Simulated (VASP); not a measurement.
Crystal: SiC.

```
CELL_PARAMETERS angstrom
3.07536 0.00000 0.00000
-1.53768 2.66334 0.00000
0.00000 0.00000 5.04811
ATOMIC_POSITIONS crystal
Si 0.33333 0.66667 0.00459
Si 0.66667 0.33333 0.50459
C 0.33333 0.66667 0.38041
C 0.66667 0.33333 0.88041
```

Base run:

| Property | Result |
| --- | --- |
| Program | VASP 6.6.1 |
| Functional | r2SCAN |
| Potentials or basis | VASP PAW PBE potentials, release 64 (Si, C) |
| Cutoff | 520 eV |
| k mesh | 12 × 12 × 6 |
| Occupations | gaussian, width 0.01 eV |
| Spin | no spin polarisation |

Its results: band gap on the k mesh 2.66 eV (least direct gap 4.48 eV); pressure -0.2 GPa.

**Question.** After a change of settings the same cell gave: band gap on the k mesh 2.15 eV (least direct gap 3.87 eV); pressure -3.8 GPa. Which change was it?
A. functional from r2SCAN to PBE; k mesh from 12 × 12 × 6 to 6 × 6 × 4
B. functional from r2SCAN to PBE0; k mesh from 12 × 12 × 6 to 6 × 6 × 4
C. functional from r2SCAN to PBE; occupations from gaussian, width 0.01 eV to fermi-dirac, width 0.02 eV
D. functional from r2SCAN to LDA; potentials or basis from VASP PAW PBE potentials, release 64 (Si, C) to VASP PAW LDA potentials, release 64 (Si, C)

**Answer.** D.

Caveats: the PAW data sets were made with another functional, which shifts forces and pressure a little (at least some runs); the cell stands under tension (at least some runs).
